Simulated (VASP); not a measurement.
A run of VASP 6.6.1 is set up as follows.

File INCAR:

```
PREC     = Accurate       # precision mode
ENCUT    = 520            # plane-wave cutoff, eV
EDIFF    = 1E-6           # SCF threshold, eV
ISMEAR   = -1             # smearing method
SIGMA    = 0.02           # smearing width, eV
LREAL    = Auto         
LASPH    = T              # aspherical terms in the spheres
NELM     = 150            # most SCF steps
ALGO     = Normal         # electronic algorithm
ISIF     = 2              # what is computed and relaxed
LWAVE    = F              # write WAVECAR
LCHARG   = F              # write CHGCAR
ISPIN    = 2              # spin polarisation
MAGMOM   = 0 0 0 0 0 0 0 0 0 0 0 0 0 0 0 0 0 0 0 0 0 0 0 0 1 # initial moments
LORBIT   = 11             # projections on sites
NBANDS   = 88             # bands
```

KPOINTS

```
Automatic mesh
0
Gamma
  1 1 1
```

The input POSCAR:

```
Si8BO16
1.0
   -4.9790000000     -4.9790000000      0.0000000000
    4.9790000000     -4.9790000000      0.0000000000
    0.0000000000      0.0000000000      6.9500000000
Si O B
8 16 1
Direct
    0.1673629243      0.5104840329     -0.0591223022
    0.0272544688      0.2407511549      0.2172086331
    0.7287306688      0.5807491464      0.5362302158
   -0.0252962442      0.8703655352      0.7622158273
    0.7389234786     -0.0054227757      0.0131366906
    0.5082044587      0.6971379795      0.2085467626
    0.2745832496     -0.0044687688      0.4278705036
    0.4484032938      0.2521992368      0.7122014388
    0.3346655955      0.5384414541      0.0794820144
    0.9356698132      0.4527816831      0.5311942446
    0.5853183370      0.4344446676      0.6346906475
    0.0787607953      0.7023599116      0.8734820144
    0.8057240410      0.7804780076      0.6252517986
    0.6958224543      0.6331994376      0.3082733813
    0.0003816027      0.3783088974      0.0435971223
    0.2776059450      0.3770837518      0.8013381295
    0.8196525407      0.0896264310      0.2035683453
    0.3965454911      0.8179353284      0.3786474820
    0.1714099217      0.9374271942      0.6269064748
    0.5849568186      0.1490660775      0.9089064748
    0.4051516369      0.1490560353      0.5001007194
    0.1795240008      0.0830186784      0.2335971223
    0.6152138984      0.7965153645      0.0349064748
    0.9147519582      1.0339526009      0.8870071942
    0.0964651536      0.4100421771      0.4523309353
```

Potentials or basis: VASP PAW LDA potentials, release 64 (Si, O, B).

The run is started by

```console
$ cat potpaw_LDA.64/Si/POTCAR potpaw_LDA.64/O/POTCAR potpaw_LDA.64/B/POTCAR > POTCAR
$ mpirun -np 1 vasp_gam > vasp.out
```

Q: Estimate the site moments.

A: Si +0.00, +0.10, -0.00; O +0.00, +0.08, +0.01, +0.02, -0.00; B +0.28 μB.

Q: What does it give for the band gap on the k mesh?

A: 0.89 eV.

Q: Estimate the largest force.

A: 8.762 eV/Å.

Q: Estimate the pressure.

A: 2.2 GPa.

Forces on the atoms (eV/Å):
```
Si   0.349  2.123  1.011
Si   2.175  2.880  2.020
Si  -2.579 -0.460 -0.118
Si  -5.925 -0.683 -6.420
Si   6.287  2.057  2.019
Si   2.452  4.118 -1.573
Si   1.053  3.333 -0.473
Si  -1.320 -2.675  1.106
O   -1.111 -6.311  5.450
O    2.264  0.047  1.320
O    0.082 -0.258  0.056
O    0.929  0.402  0.120
O    0.391 -0.031  1.044
O   -2.321  1.054  2.699
O    0.868 -1.624 -2.317
O   -2.196  1.771 -2.882
O    0.152 -1.622  1.728
O   -3.263  0.874 -2.546
O    2.322  2.719  0.748
O    1.795  1.230 -2.821
O    0.401 -6.054  3.909
O   -3.754  0.660 -0.051
O    0.915 -2.202 -1.845
O   -0.085 -2.266 -0.926
B    0.120  0.920 -1.257
```

Caveat: the k points lie up to 0.90 Å⁻¹ apart.
